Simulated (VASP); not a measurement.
CoSi2 (AlB2 type):

```
Co Si
1.0
     4.13781    0.00000    0.00000
    -2.06890    3.58345    0.00000
     0.00000    0.00000    4.55159
Co Si
1 2
Direct
  0.00000 0.00000 0.00000
  0.33333 0.66667 0.50000
  0.66667 0.33333 0.50000
```

```yaml
Program: VASP 6.6.1
Task: relaxation of cell and atoms
Functional: PBE
Potentials_or_basis: VASP PAW PBE potentials, release 64 (Co, Si)
Cutoff: 600 eV
k_mesh: 10 × 10 × 8
Occupations: fermi-dirac, width 0.08 eV
Spin: no spin polarisation
```

At the start: pressure -15.1 GPa; volume 22.50 Å³/atom.

**Question.** Where does the relaxation end?

**Answer.** Over 19 steps the energy falls by 1096.3 meV/atom and the volume is 12.53 Å³/atom (-44.3 %); space group P6/mmm (No. 191, to 0.05 Å).

The path:
```csv
step,energy change (eV),largest force (eV/Å),pressure (GPa),volume (Å³)
1,0.0000,0.0000,-15.10,67.49
2,-1.2536,0.0000,0.29,48.82
3,-1.2544,0.0000,0.75,48.56
4,-2.0761,0.0000,3.33,42.47
5,4.5753,0.0000,212.51,24.23
6,-2.2125,0.0000,4.62,41.23
7,-2.7047,0.0000,29.15,32.94
8,-3.0533,0.0000,20.96,33.64
9,-3.0509,0.0000,20.12,33.87
10,-3.0644,0.0000,20.21,33.80
11,-3.2568,0.0000,6.86,36.04
12,-3.2845,0.0000,-0.88,37.82
13,-3.2861,0.0000,0.37,37.49
14,-3.2860,0.0000,0.69,37.41
15,-3.2873,0.0000,0.51,37.46
16,-3.2888,0.0000,0.08,37.58
17,-3.2888,0.0000,0.09,37.58
18,-3.2888,0.0000,0.10,37.57
19,-3.2888,0.0000,0.01,37.60
```

Final structure:
```
Co Si
1.0
     4.15346    0.00000    0.00000
    -2.07673    3.59700    0.00000
     0.00000    0.00000    2.51646
Co Si
1 2
Cartesian
  0.0000 0.0000 0.0000
  0.0000 2.3980 1.2582
  2.0767 1.1990 1.2582
```

Caveat: the volume moved by over 15 % at a fixed basis, so the end points are rough.
